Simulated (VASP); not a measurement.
Set up this calculation in VASP 6.6.1, as the native input.

```
Task                   : single point
Functional             : r2SCAN
Potentials or basis    : VASP PAW PBE potentials, release 64 (Li_sv, Nb_sv, O)
Cutoff                 : 520 eV
k mesh                 : 6 × 6 × 6
Occupations            : gaussian, width 0.01 eV
Spin                   : no spin polarisation
Dipole correction      : no
Further INCAR settings : ALGO = Normal; EDIFF = 1e-06; NBANDS = 25
```

Crystal: LiNbO3.

```
Li Nb O
1.0
     3.93317   -0.02950    0.00000
    -0.02950    3.93317    0.00000
     0.00000    0.00000    3.93317
Li Nb O
1 1 3
Direct
  0.00000 0.00000 0.00000
  0.50000 0.50000 0.50000
  0.50000 0.50000 0.00000
  0.50000 0.00000 0.50000
  0.00000 0.50000 0.50000
```

This cell differs from its parent crystal: shear xy strain -1.5%.

These files were run (other wordings do the same):

POSCAR

```
LiNbO3
1.0
    3.9331683525     -0.0294987626      0.0000000000
   -0.0294987626      3.9331683525      0.0000000000
    0.0000000000      0.0000000000      3.9331683525
Li Nb O
1 1 3
Direct
    0.0000000000      0.0000000000      0.0000000000
    0.5000000000      0.5000000000      0.5000000000
    0.5000000000      0.5000000000      0.0000000000
    0.5000000000      0.0000000000      0.5000000000
    0.0000000000      0.5000000000      0.5000000000
```

INCAR.step1

```
  ALGO = Normal
  EDIFF = 1E-4
  ENCUT = 520
  GGA = PE
  ISMEAR = 0
  LASPH = T
  LCHARG = F
  LREAL = F
  LWAVE = T
  NBANDS = 25
  NELM = 80
  PREC = Accurate
  SIGMA = 0.01
```

INCAR.step2

```
  ALGO = Normal
  EDIFF = 1E-6
  ENCUT = 520
  ISIF = 2
  ISMEAR = 0
  ISTART = 1
  LASPH = T
  LCHARG = T
  LELF = T
  LMIXTAU = T
  LREAL = F
  LVHAR = T
  LWAVE = F
  METAGGA = R2SCAN
  NBANDS = 25
  NELM = 80
  PREC = Accurate
  SIGMA = 0.01
```

KPOINTS

```
k-points
0
Gamma
  6 6 6
```

Potentials or basis: VASP PAW PBE potentials, release 64 (Li_sv, Nb_sv, O).

Run with:

```console
$ cat potpaw_PBE.64/Li_sv/POTCAR potpaw_PBE.64/Nb_sv/POTCAR potpaw_PBE.64/O/POTCAR > POTCAR
$ cp INCAR.step1 INCAR
$ mpirun -np 1 vasp_std > vasp.out
$ cp INCAR.step2 INCAR
$ mpirun -np 1 vasp_std > vasp.out
```

It gave:

```
Band gap on the k mesh : 2.09 eV (least direct gap 2.91 eV)
```

Caveat: the cell differs from its parent crystal (shear xy strain -1.5%).

Run time: 7.8 min on 1 thread of AMD EPYC 7R13 (shared host), peak memory 0.18 GiB.
